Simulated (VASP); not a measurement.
# Ru (Fm-3m) in VASP: further runs

The runs below take Ru through single point, with r2SCAN.

Everything below comes from runs of VASP 6.6.1. Logs are shortened: lines on timing, memory, paths and dates and some standing lists are left out, and cuts for length are marked.

## Step 1: The cell of the first run

The structure is cubic, space group Fm-3m (No. 225). The conventional cell has a = 3.735 Å, b = 3.735 Å, c = 3.735 Å, α = 90.00°, β = 90.00°, γ = 90.00°. Within 3.5 Å of Ru (site symmetry m-3m) lie 12 Ru at 2.64 Å.

## Step 2: Single point, r2SCAN (volume scaled by 0.96)

POSCAR

```
Ru
1.0
    0.0000000000      1.8676267145      1.8676267145
    1.8676267145      0.0000000000      1.8676267145
    1.8676267145      1.8676267145      0.0000000000
Ru
1
Direct
    0.0000000000      0.0000000000      0.0000000000
```

INCAR.step1

```
ALGO = Normal ; EDIFF = 1E-5
ENCUT = 660 ; GGA = PE
GGA_COMPAT = False ; ISMEAR = -1
LASPH = True ; LCHARG = False
LREAL = False ; LWAVE = True
NBANDS = 14 ; NELM = 120
PREC = Accurate ; SIGMA = 0.1
```

INCAR.step2

```
ALGO = Normal ; EDIFF = 1E-6
ENCUT = 660 ; GGA_COMPAT = False
ISIF = 2 ; ISMEAR = -1
ISTART = 1 ; LASPH = True
LCHARG = True ; LELF = True
LMIXTAU = True ; LREAL = False
LVHAR = True ; LWAVE = False
METAGGA = R2SCAN ; NBANDS = 14
NELM = 120 ; PREC = Accurate
SIGMA = 0.1
```

KPOINTS

```
k-points
0
Gamma
  16 16 16
```

Potentials or basis: VASP PAW PBE potentials, release 64 (Ru_sv).

Started as:

```
cat potpaw_PBE.64/Ru_sv/POTCAR > POTCAR
cp INCAR.step1 INCAR
mpirun -np 1 vasp_std > vasp.out
cp INCAR.step2 INCAR
mpirun -np 1 vasp_std > vasp.out
```

OUTCAR:

```text
EDIFF = 1E-6
   ENCUT = 660
   ISIF = 2
   ISMEAR = -1
   ISTART = 1
   LASPH = True
   LREAL = False
   METAGGA = R2SCAN
   NELM = 120
   PREC = Accurate

 ion  position               nearest neighbor table
   1  0.000  0.000  0.000-

  LATTYP: Found a face centered cubic cell.
 ALAT       =     3.7352534290

  Lattice vectors:

 A1 = (   0.0000000000,   1.8676267145,   1.8676267145)
 A2 = (   1.8676267145,   0.0000000000,   1.8676267145)
 A3 = (   1.8676267145,   1.8676267145,   0.0000000000)

Analysis of symmetry for initial positions (statically):
=====================================================================
 Subroutine PRICEL returns:
 Original cell was already a primitive cell.

 Routine SETGRP: Setting up the symmetry group for a
 face centered cubic supercell.

 Subroutine GETGRP returns: Found 48 space group operations
 (whereof 48 operations were pure point group operations)
 out of a pool of 48 trial point group operations.

The static configuration has the point symmetry O_h .

Analysis of symmetry for dynamics (positions and initial velocities):
=====================================================================
 Subroutine PRICEL returns:
 Original cell was already a primitive cell.

 Routine SETGRP: Setting up the symmetry group for a
 face centered cubic supercell.

 Subroutine GETGRP returns: Found 48 space group operations
 (whereof 48 operations were pure point group operations)
 out of a pool of 48 trial point group operations.

The dynamic configuration has the point symmetry O_h .

 Subroutine INISYM returns: Found 48 space group operations
 (whereof 48 operations are pure point group operations),
 and found     1 'primitive' translations

----------------------------------------------------------------------------------------

                                     Primitive cell

  volume of cell :      13.0287

  direct lattice vectors                    reciprocal lattice vectors
     0.000000000  1.867626715  1.867626715    -0.267719452  0.267719452  0.267719452
     1.867626715  0.000000000  1.867626715     0.267719452 -0.267719452  0.267719452
     1.867626715  1.867626715  0.000000000     0.267719452  0.267719452 -0.267719452

  length of vectors
     2.641223029  2.641223029  2.641223029     0.463703693  0.463703693  0.463703693

  position of ions in fractional coordinates (direct lattice)
[... 78 lines left out ...]
   LREAL  =      F    real-space projection
   EDIFFG = 0.1E-04   stopping-criterion for IOM
   NSW    =      0    number of steps for IOM
   IBRION =     -1    ionic relax: 0-MD 1-quasi-New 2-CG
   NFREE  =      0    steps in history (QN), initial steepest desc. (CG)
   ISIF   =      2    stress and relaxation
   ISYM   =      2    0-nonsym 1-usesym 2-fastsym
   POTIM  = 0.5000    time-step for ionic-motion
   TEBEG  =    0.0;   TEEND  =   0.0 temperature during run
   PSTRESS=    0.0 pullay stress
   NELECT =      16.0000    total number of electrons
   NUPDOWN=      -1.0000    fix difference up-down
   EMIN   =  10.00;   EMAX   =-10.00  energy-range for DOS
   EFERMI =   0.00;   METHOD = LEGACY
   ISMEAR =    -1;   SIGMA  =   0.10  broadening in eV -4-tet -1-fermi 0-gaus
   EFERMI_NEDOS =   21; number of points for ismear=-14 and -15
   IALGO  =     38    algorithm
   IMIX   =      4    mixing-type and parameters
     AMIX     =   0.40;   BMIX     =  1.00
     AMIX_MAG =   1.60;   BMIX_MAG =  1.00
  volume/ion in A,a.u.               =      13.03        87.92
  Fermi-wavevector in a.u.,A,eV,Ry     =   1.753133  3.312940 41.817148  3.073474
  Thomas-Fermi vector in A             =   2.823328
   LORBIT       =      0    0 simple, 1 ext, 2 COOP (PROOUT), +10 PAW based schemes
   METAGGA = R2SCAN    functional components
   LHFCALC =     F    Hartree Fock is set to
   AEXX    =    0.0000 exact exchange contribution
   IVDW    =     0    specifies the selected vdW correction
   LEPSILON=     F    determine dielectric tensor
   LRPA    =     F    only Hartree local field effects (RPA)
 non-spin polarized calculation
  energy-cutoff  :      660.00
  volume of cell :       13.03
 maximum number of plane-waves:       531
 NGX is ok and might be reduce to    24
   NGX = 11   NGY = 11   NGZ = 11

 number of electron      15.9999999 magnetization

 Free energy of the ion-electron system (eV)
  ---------------------------------------------------
  ext. energy  EPLUGINS =         0.00000000
  ---------------------------------------------------
  free energy    TOTEN  =       -25.33856938 eV

  energy without entropy =      -25.30615363  energy(sigma->0) =      -25.32236151

 E-fermi :  15.8429     XC(G=0): -15.8315

 val. band max:       15.8427766917   @ k =   0.2500   0.0000   0.0000
 cond. band min:      15.8688850742   @ k =  -0.2500   0.2500   0.0625
 fundamental gap:      0.0261083825
 Fermi energy:        15.8428591034

 k-point     1 :       0.0000    0.0000    0.0000
  band No.  band energies     occupation
      1     -59.4974      2.00000
      2     -27.9594      2.00000
      3     -27.9594      2.00000
      4     -27.9594      2.00000
      5       7.3205      2.00000
      6      12.9636      2.00000
      7      12.9636      2.00000
      8      12.9636      2.00000
      9      15.6648      1.71153
     10      15.6648      1.71153
     11      31.3568      0.00000
     12      37.6569      0.00000
     13      37.6569      0.00000
     14      37.6569      0.00000
[... 377 lines left out ...]
      1     -59.4743      2.00000
      2     -28.0856      2.00000
      3     -27.9966      2.00000
      4     -27.9683      2.00000
      5       7.7978      2.00000
      6      12.6833      2.00000
      7      13.1470      2.00000
      8      13.2092      2.00000
      9      15.3985      1.97676
     10      15.6884      1.64833
     11      32.1590      0.00000
     12      36.0225      0.00000
     13      37.9216      0.00000
     14      38.6761      0.00000

 [... further k-points ...]
[... 5 lines left out ...]
  --------------------------------------------------------------------------------------
  -------------------------------------------------------------------------------------
  Total        1.2151110      1.2151110      1.2151110      0.0000000     -0.0000000      0.0000000
  in kB      149.4260497    149.4260497    149.4260497      0.0000000     -0.0000000      0.0000000
  external PRESSURE =     149.4260497 kB  Pullay stress =       0.0000000 kB

 VOLUME and BASIS-vectors are now :
 -----------------------------------------------------------------------------
  energy-cutoff  :      660.00
  volume of cell :       13.03
      direct lattice vectors                 reciprocal lattice vectors
     0.000000000  1.867626715  1.867626715    -0.267719452  0.267719452  0.267719452
     1.867626715  0.000000000  1.867626715     0.267719452 -0.267719452  0.267719452
     1.867626715  1.867626715  0.000000000     0.267719452  0.267719452 -0.267719452

 POSITION                                       TOTAL-FORCE (eV/Angst)
 -----------------------------------------------------------------------------------
      0.00000      0.00000      0.00000         0.000000      0.000000      0.000000
 -----------------------------------------------------------------------------------
    total drift:                               -0.000000      0.000000     -0.000000

  FREE ENERGIE OF THE ION-ELECTRON SYSTEM (eV)
  ---------------------------------------------------
  free  energy   TOTEN  =       -25.3385693842 eV

  energy  without entropy=      -25.3061536331  energy(sigma->0) =      -25.32236151
```

It took 79 s on 1 thread of Intel Xeon Platinum 8259CL at 2.50GHz (Skylake/Cascade Lake), shared host; peak memory 0.17 GiB.

Results:

```
Free energy            : -25.3386 eV
Pressure               : 14.9 GPa
Band gap on the k mesh : zero (band 8 reaches 18.33 eV, above the bottom of band 9 at 14.32 eV)
```

Caveat: the cell differs from its parent crystal (volume scaled by 0.96); the PAW data sets were made with another functional, which shifts forces and pressure a little.

## Step 3: Single point, r2SCAN

This run uses another cell than the first one, of 13.57 Å³/atom, 1.042 times its volume.

POSCAR

```
Ru
1.0
    0.0000000000      1.8932138216      1.8932138216
    1.8932138216      0.0000000000      1.8932138216
    1.8932138216      1.8932138216      0.0000000000
Ru
1
Direct
    0.0000000000      0.0000000000      0.0000000000
```

INCAR.step1

```
SYSTEM = Ru
ALGO = Normal ; EDIFF = 1E-5
ENCUT = 660 ; GGA = PE
GGA_COMPAT = .False. ; ISMEAR = -1
LASPH = .True. ; LCHARG = .False.
LREAL = .False. ; LWAVE = .True.
NBANDS = 14 ; NELM = 120
PREC = Accurate ; SIGMA = 0.1
```

INCAR.step2

```
SYSTEM = Ru
ALGO = Normal ; EDIFF = 1E-6
ENCUT = 660 ; GGA_COMPAT = .False.
ISIF = 2 ; ISMEAR = -1
ISTART = 1 ; LASPH = .True.
LCHARG = .True. ; LELF = .True.
LMIXTAU = .True. ; LREAL = .False.
LVHAR = .True. ; LWAVE = .False.
METAGGA = R2SCAN ; NBANDS = 14
NELM = 120 ; PREC = Accurate
SIGMA = 0.1
```

KPOINTS

```
k-points
0
Gamma
  16 16 16
  0 0 0
```

Potentials or basis: VASP PAW PBE potentials, release 64 (Ru_sv).

Started as:

```
cat potpaw_PBE.64/Ru_sv/POTCAR > POTCAR
cp INCAR.step1 INCAR
mpirun -np 1 vasp_std > vasp.out
cp INCAR.step2 INCAR
mpirun -np 1 vasp_std > vasp.out
```

It took 62 s on 1 thread of Intel Xeon Platinum 8375C at 2.90GHz (Ice Lake), shared host; peak memory 0.17 GiB.

Results (log left out):

| Property | Result |
| --- | --- |
| Free energy | -25.3633 eV |
| Pressure | 0.0 GPa |
| Band gap on the k mesh | zero (band 8 reaches 17.32 eV, above the bottom of band 9 at 13.55 eV) |

Levels at points of the mesh, in eV from the Fermi level:
| k point | band 5 | band 6 | band 7 | band 8 | band 9 | band 10 | band 11 | band 12 |
| --- | --- | --- | --- | --- | --- | --- | --- | --- |
| (0.00, 0.00, 0.00) | -8.28 | -2.71 | -2.71 | -2.71 | -0.17 | -0.17 | 15.56 | 21.63 |
| (0.50, 0.00, 0.00) | -6.38 | -2.85 | -2.85 | 1.05 | 1.79 | 1.79 | 10.54 | 15.22 |
| (0.50, 0.50, 0.00) | -6.70 | -6.22 | 1.73 | 2.33 | 2.33 | 3.80 | 14.10 | 14.10 |

Caveat: the PAW data sets were made with another functional, which shifts forces and pressure a little.

## Step 4: Single point, r2SCAN (volume scaled by 1.04)

POSCAR

```
Ru
1.0
    0.0000000000      1.9181273868      1.9181273868
    1.9181273868      0.0000000000      1.9181273868
    1.9181273868      1.9181273868      0.0000000000
Ru
1
Direct
    0.0000000000      0.0000000000      0.0000000000
```

INCAR.step1

```
SYSTEM = Ru
PREC     = Accurate       ! precision mode
ENCUT    = 660            ! plane-wave cutoff, eV
ISMEAR   = -1             ! smearing method
SIGMA    = 0.1            ! smearing width, eV
LREAL    = .FALSE.        ! projectors in reciprocal space
LASPH    = .TRUE.         ! aspherical terms in the spheres
NELM     = 120            ! most SCF steps
NBANDS   = 14             ! bands
GGA      = PE             ! functional
ALGO     = Normal         ! electronic algorithm
EDIFF    = 1E-5           ! SCF threshold, eV
LWAVE    = .TRUE.         ! write WAVECAR
LCHARG   = .FALSE.        ! write CHGCAR
GGA_COMPAT= .FALSE.
```

INCAR.step2

```
SYSTEM = Ru
PREC     = Accurate       ! precision mode
ENCUT    = 660            ! plane-wave cutoff, eV
EDIFF    = 1E-6           ! SCF threshold, eV
ISMEAR   = -1             ! smearing method
SIGMA    = 0.1            ! smearing width, eV
LREAL    = .FALSE.        ! projectors in reciprocal space
LASPH    = .TRUE.         ! aspherical terms in the spheres
NELM     = 120            ! most SCF steps
ALGO     = Normal         ! electronic algorithm
ISIF     = 2              ! what is computed and relaxed
LWAVE    = .FALSE.        ! write WAVECAR
LCHARG   = .FALSE.        ! write CHGCAR
METAGGA  = R2SCAN         ! meta-GGA
LMIXTAU  = .TRUE.       
NBANDS   = 14             ! bands
ISTART   = 1            
GGA_COMPAT= .FALSE.
```

KPOINTS

```
regular mesh
0
G
  16 16 16
  0 0 0
```

Started as:

```
cat potpaw_PBE.64/Ru_sv/POTCAR > POTCAR
cp INCAR.step1 INCAR
mpirun -np 1 vasp_std > vasp.out
cp INCAR.step2 INCAR
mpirun -np 1 vasp_std > vasp.out
```

Wall time 74 s (1 thread of AMD EPYC 9R45 (Zen 5), shared host); peak memory 0.14 GiB.

Results (log left out):

```
Free energy            : -25.3430 eV
Pressure               : -11.8 GPa
Band gap on the k mesh : zero (band 8 reaches 16.38 eV, above the bottom of band 9 at 12.85 eV)
```

Levels at points of the mesh, in eV from the Fermi level:
```tsv
k point	band 5	band 6	band 7	band 8	band 9	band 10	band 11	band 12
(0.00, 0.00, 0.00)	-8.05	-2.55	-2.55	-2.55	-0.17	-0.17	15.60	21.45
(0.50, 0.00, 0.00)	-6.07	-2.68	-2.68	1.02	1.68	1.68	10.03	15.24
(0.50, 0.50, 0.00)	-6.34	-5.87	1.62	2.19	2.19	3.66	13.69	13.82
```

Caveat: the cell differs from its parent crystal (volume scaled by 1.04); the PAW data sets were made with another functional, which shifts forces and pressure a little.

## Step 5: The runs side by side

```csv
cell,gap on the mesh (eV),pressure (GPa)
"a = 2.641 Å, angles 60.0°, 1 atom",none,14.9
"a = 2.677 Å, angles 60.0°, 1 atom",none,0.0
"a = 2.713 Å, angles 60.0°, 1 atom",none,-11.8
```

Alike in all rows: task single point; level r2SCAN; potentials or basis VASP PAW PBE potentials, release 64 (Ru_sv); no spin polarisation; k mesh 16 × 16 × 16; cutoff (eV) 660; smearing fermi-dirac 0.1 eV.

Caveats: the PAW data sets were made with another functional, which shifts forces and pressure a little.

Total energies depend on the potentials used, so only differences within one code and one set of settings carry meaning.
